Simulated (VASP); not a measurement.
The system is Se.

```xyz
3
Lattice="4.3662 0.0000 0.0000 -2.1831 3.7812 0.0000 0.0000 0.0000 4.9536" Properties=species:S:1:pos:R:3 pbc="T T T"
Se    0.9841    0.0000    1.6512
Se   -0.4921    0.8523    3.3024
Se    1.6910    2.9289    0.0000
```

```yaml
Program: VASP 6.6.1
Task: relaxation of cell and atoms
Functional: r2SCAN
Potentials_or_basis: VASP PAW PBE potentials, release 64 (Se)
Cutoff: 600 eV
k_mesh: 9 × 9 × 6
Occupations: gaussian, width 0.02 eV
Spin: no spin polarisation
```

At the start: pressure 1.3 GPa; volume 27.26 Å³/atom.

Problem. Where does the relaxation end?

Solution. Over 12 steps the energy falls by 5.2 meV/atom and the volume is 29.21 Å³/atom (+7.1 %); space group P3_121 (No. 152, to 0.1 Å) before and after.

The path:
| step | energy change (eV) | largest force (eV/Å) | pressure (GPa) | volume (Å³) |
| --- | --- | --- | --- | --- |
| 1 | 0.0000 | 0.0561 | 1.31 | 81.78 |
| 2 | -0.0029 | 0.2998 | -0.80 | 84.45 |
| 3 | -0.0067 | 0.1517 | 0.07 | 83.29 |
| 4 | -0.0094 | 0.1071 | 0.07 | 83.76 |
| 5 | -0.0119 | 0.0074 | 0.10 | 84.90 |
| 6 | -0.0131 | 0.0022 | 0.03 | 85.45 |
| 7 | -0.0151 | 0.0302 | -0.17 | 87.12 |
| 8 | -0.0152 | 0.0392 | -0.23 | 87.66 |
| 9 | -0.0151 | 0.0679 | 0.27 | 87.59 |
| 10 | -0.0155 | 0.0113 | 0.00 | 87.63 |
| 11 | -0.0155 | 0.0092 | 0.00 | 87.63 |
| 12 | -0.0156 | 0.0050 | -0.01 | 87.62 |

Final structure:
```xyz
3
Lattice="4.5018 0.0000 0.0000 -2.2509 3.8987 0.0000 0.0000 0.0000 4.9922" Properties=species:S:1:pos:R:3 pbc="T T T"
Se    0.9780    0.0000    1.6641
Se    4.0128    0.8469    3.3281
Se    1.7619    3.0517    0.0000
```

Caveat: the PAW data sets were made with another functional, which shifts forces and pressure a little.
